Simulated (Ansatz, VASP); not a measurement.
## One calculation of Al3Cu2, two programs

File INCAR:

```
SYSTEM = Al3Cu2
PREC = Accurate
ENCUT = 520
EDIFF = 1E-7
ISMEAR = 0
SIGMA = 0.15
LREAL = .FALSE.
LASPH = .TRUE.
NELM = 100
ALGO = Fast
ISIF = 2
LWAVE = .FALSE.
LCHARG = .FALSE.
NBANDS = 24
```

The input KPOINTS:

```
Automatic mesh
0
G
  12 12 8
  0 0 0
```

File POSCAR:

```
Al3Cu2
1.0
    4.0558389475      0.0000000000      0.0000000000
   -2.0279194737      3.5124595622      0.0000000000
    0.0000000000      0.0000000000      4.9320181110
Al Cu
3 2
Direct
    0.0000000000      0.0000000000      0.0000000000
    0.3333333333      0.6666666667      0.3508592134
    0.6666666667      0.3333333333      0.6491407866
    0.3333333333      0.6666666667      0.8415141677
    0.6666666667      0.3333333333      0.1584858323
```

Input for Ansatz:

```yaml
crystal:
  lattice:
    - [4.0558389475, 0.0, 0.0]
    - [-2.0279194737, 3.5124595622, 0.0]
    - [0.0, 0.0, 4.932018111]
  atoms:
    - { symbol: Al, position: [0.0, 0.0, 0.0] }
    - { symbol: Al, position: [0.3333333333, 0.6666666667, 0.3508592134] }
    - { symbol: Al, position: [0.6666666667, 0.3333333333, 0.6491407866] }
    - { symbol: Cu, position: [0.3333333333, 0.6666666667, 0.8415141677] }
    - { symbol: Cu, position: [0.6666666667, 0.3333333333, 0.1584858323] }
basis:
  ecutwfc: 420
kpoints:
  mp_grid: { grid: [12, 12, 8] }
hamiltonian:
  xc: lda
scf:
  occupations: { method: gaussian, width: 0.15 }
output:
  forces: true
  stress: true
  eigenvalues: true
```

Alike in both runs: task single point; functional LDA; k mesh 12 × 12 × 8; occupations gaussian, width 0.15 eV; no spin polarisation.

|  | VASP | Ansatz |
| --- | --- | --- |
| version | VASP 6.6.1 | Ansatz 0.2.0 |
| potentials or method | VASP PAW LDA potentials, release 64 (Al, Cu), cutoff 520 eV | scalar-relativistic, plane waves, PAW |
| valence electrons in the cell | 31 | 47 |

```tsv
	VASP	Ansatz	Ansatz less VASP
gap on the k mesh at the Fermi level (eV)	none	none	-
pressure (GPa)	0.5	0.0	-0.46
```

LDA's correlation is that of Perdew and Zunger in VASP and of Perdew and Wang (1992) in Ansatz. A gap of «none» marks a metal or a gap that the smearing closes. VASP's potentials hold 31 valence electrons a cell and Ansatz's 47, so a difference there can come from the potentials and not from the codes.
